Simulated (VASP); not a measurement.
Write the native input for VASP 6.6.1 that does the following.

- Task: single point
- Functional: PBEsol
- Potentials or basis: VASP PAW PBE potentials, release 64 (Be, S)
- Cutoff: 600 eV
- k mesh: 8 × 8 × 8
- Occupations: gaussian, width 0.05 eV
- Spin: no spin polarisation
- Dipole correction: no
- Further INCAR settings: ALGO = Normal; EDIFF = 1e-06; NBANDS = 11

The structure of BeS lies in POSCAR:

```
BeS
1.0
    0.0000000000      2.4211721679      2.4211721679
    2.4211721679      0.0000000000      2.4211721679
    2.4211721679      2.4211721679      0.0000000000
Be S
1 1
Direct
    0.0000000000      0.0000000000      0.0000000000
    0.7500000000      0.7500000000      0.7500000000
```

The input as run:

INCAR

```
  PREC = Accurate
  ENCUT = 600
  EDIFF = 1E-6
  ISMEAR = 0
  SIGMA = 0.05
  LREAL = F
  LASPH = T
  NELM = 120
  ALGO = Normal
  ISIF = 2
  LWAVE = F
  LCHARG = F
  GGA = PS
  NBANDS = 11
  GGA_COMPAT = F
```

KPOINTS

```
regular mesh
0
Gamma
  8 8 8
```

Potentials or basis: VASP PAW PBE potentials, release 64 (Be, S).

The run is started by

```console
$ cat potpaw_PBE.64/Be/POTCAR potpaw_PBE.64/S/POTCAR > POTCAR
$ mpirun -np 1 vasp_std > vasp.out
```

Results of the run:

The pressure is -0.1 GPa. The band gap on the k mesh is 2.92 eV, indirect (least direct gap 5.61 eV).

Caveat: the PAW data sets were made with another functional, which shifts forces and pressure a little.

It took 18 s on 1 thread of Intel Xeon 8259CL, with other jobs on the host, peak memory 0.15 GiB.
